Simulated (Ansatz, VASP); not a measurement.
# One calculation of MgC18, two programs

```
C Mg
1.0
     7.39800    0.00000    0.00000
    -3.69900    6.40686    0.00000
     0.00000    0.00000   13.00000
C Mg
18 1
Direct
  0.99946 0.99553 0.06861
  0.22037 0.10599 0.06861
  0.99745 0.32890 0.06861
  0.22238 0.44137 0.06861
  0.99950 0.66423 0.06863
  0.22033 0.77465 0.06862
  0.33079 0.99557 0.06861
  0.55573 0.10804 0.06858
  0.33284 0.33092 0.06857
  0.55366 0.44132 0.06862
  0.33280 0.66218 0.06858
  0.55370 0.77264 0.06860
  0.66617 0.99758 0.06861
  0.88699 0.10800 0.06858
  0.66613 0.32886 0.06860
  0.88703 0.43930 0.06857
  0.66411 0.66222 0.06858
  0.88904 0.77469 0.06861
  0.11129 0.88950 0.38058
```

Alike in both runs: functional PBE; k mesh 2 × 2 × 1; occupations fermi-dirac, width 0.02 eV; no spin polarisation.

Ansatz relaxed the structure, and its values are those at the end. VASP's run is a single point on that final structure, the one shown.

```csv
,VASP,Ansatz
version,VASP 6.6.1,Ansatz 0.2.0
potentials or method,"VASP PAW PBE potentials, release 64 (C, Mg), cutoff 520 eV","scalar-relativistic, plane waves, PAW"
valence electrons in the cell,74,82
```

```tsv
	VASP	Ansatz	Ansatz less VASP
rms of the force components (eV/Å)	0.005	0.002	-0.0025
```

VASP's potentials hold 74 valence electrons a cell and Ansatz's 82, so a difference there can come from the potentials and not from the codes.

The k mesh is coarse, so the values compare programs but aren't converged.
